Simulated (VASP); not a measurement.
Input of a VASP 6.6.1 run:

File INCAR:

```
PREC = Accurate ; ENCUT = 520
EDIFF = 1E-7 ; ISMEAR = 0
SIGMA = 0.05 ; LREAL = False
LASPH = True ; NELM = 100
ALGO = Normal ; ISIF = 2
LWAVE = False ; LCHARG = True
GGA = CA ; LELF = True
LVHAR = True ; NBANDS = 11
```

Contents of KPOINTS:

```
Automatic mesh
0
Gamma
  12 12 12
```

POSCAR

```
Si
1.0
    0.0000000000      2.6288575915      2.7009735863
    2.6288575915      0.0000000000      2.7009735863
    2.6288575915      2.6288575915      0.0000000000
Si
2
Direct
    0.5066642636      0.4933357364      0.4933357364
    0.7433357364      0.7566642636      0.7566642636
```

Potentials or basis: VASP PAW LDA potentials, release 64 (Si).

Command:

```bash
$ cat potpaw_LDA.64/Si/POTCAR > POTCAR
$ mpirun -np 1 vasp_std > vasp.out
```

(1) Estimate the band gap on the k mesh.

(2) What does it give for the largest force?

Results:

(1) zero (band 4 reaches 6.83 eV, above the bottom of band 5 at 6.73 eV).

(2) 1.038 eV/Å.

Caveat: forces of over 1 eV/Å act on the atoms, so gaps and moduli don't describe the material at rest.
